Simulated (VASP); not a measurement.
A run of VASP 6.6.1 is set up as follows.

File INCAR:

```
PREC = Accurate
ENCUT = 520
EDIFF = 1E-7
ISMEAR = -1
SIGMA = 0.01
LREAL = F
LASPH = T
NELM = 80
ALGO = Normal
ISIF = 2
LWAVE = F
LCHARG = F
GGA = PS
NBANDS = 26
```

Contents of KPOINTS:

```
regular mesh
0
Gamma
  7 7 4
```

File POSCAR:

```
CdS
1.0
    4.1621827776      0.0000000000      0.0000000000
   -2.0810913888      3.6045560206      0.0000000000
    0.0000000000      0.0000000000      6.7936966668
Cd S
2 2
Direct
    0.3333333333      0.6666666667      0.0000000000
    0.6666666667      0.3333333333      0.5000000000
    0.3333333333      0.6666666667      0.3850000000
    0.6666666667      0.3333333333      0.8850000000
```

Potentials or basis: VASP PAW PBE potentials, release 64 (Cd, S).

Run with:

```bash
$ cat potpaw_PBE.64/Cd/POTCAR potpaw_PBE.64/S/POTCAR > POTCAR
$ mpirun -np 1 vasp_std > vasp.out
```

(1) Estimate the band gap on the k mesh.

(2) What does it give for the largest force?

(3) Predict the pressure.

## Answers

(1) 1.05 eV.

(2) 0.235 eV/Å.

(3) -1.3 GPa.

Caveat: the PAW data sets were made with another functional, which shifts forces and pressure a little.
